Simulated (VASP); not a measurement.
Write the native input for VASP 6.6.1 that does the following.

```
Task                   : single point
Functional             : PBE
Potentials or basis    : VASP PAW PBE potentials, release 64 (Si, C)
Cutoff                 : 520 eV
k mesh                 : 6 × 6 × 4
Occupations            : gaussian, width 0.05 eV
Spin                   : no spin polarisation
Dipole correction      : no
Further INCAR settings : ALGO = Normal; EDIFF = 1e-07; NBANDS = 16
```

The structure of SiC lies in POSCAR:

```
SiC
1.0
    3.0759982064      0.0000000000      0.0000000000
   -1.5379991032      2.6638925888      0.0000000000
    0.0000000000      0.0000000000      5.0480000000
Si C
2 2
Direct
    0.3333333333      0.6666666667      0.0000000000
    0.6666666667      0.3333333333      0.5000000000
    0.3333333333      0.6666666667      0.3850000000
    0.6666666667      0.3333333333      0.8850000000
```

One way to write it, as run:

INCAR

```
ALGO     = Normal         # electronic algorithm
EDIFF    = 1E-7           # SCF threshold, eV
ENCUT    = 520            # plane-wave cutoff, eV
GGA      = PE             # functional
ISIF     = 2              # what is computed and relaxed
ISMEAR   = 0              # smearing method
LASPH    = T              # aspherical terms in the spheres
LCHARG   = F              # write CHGCAR
LREAL    = F              # projectors in reciprocal space
LWAVE    = F              # write WAVECAR
NBANDS   = 16             # bands
NELM     = 80             # most SCF steps
PREC     = Accurate       # precision mode
SIGMA    = 0.05           # smearing width, eV
```

KPOINTS

```
k-points
0
Gamma
  6 6 4
```

Potentials or basis: VASP PAW PBE potentials, release 64 (Si, C).

The run is started by

```sh
$ cat potpaw_PBE.64/Si/POTCAR potpaw_PBE.64/C/POTCAR > POTCAR
$ mpirun -np 1 vasp_std > vasp.out
```

It gave:

| Item | Value |
| --- | --- |
| Pressure | 3.6 GPa |
| Largest force | 0.745 eV/Å |
| Band gap on the k mesh | 2.32 eV, indirect (least direct gap 4.07 eV) |

Run time: 12 s on 1 thread of Intel(R) Xeon(R) Platinum 8375C CPU @ 2.90GHz (Ice Lake), on a shared host, peak memory 0.15 GiB.
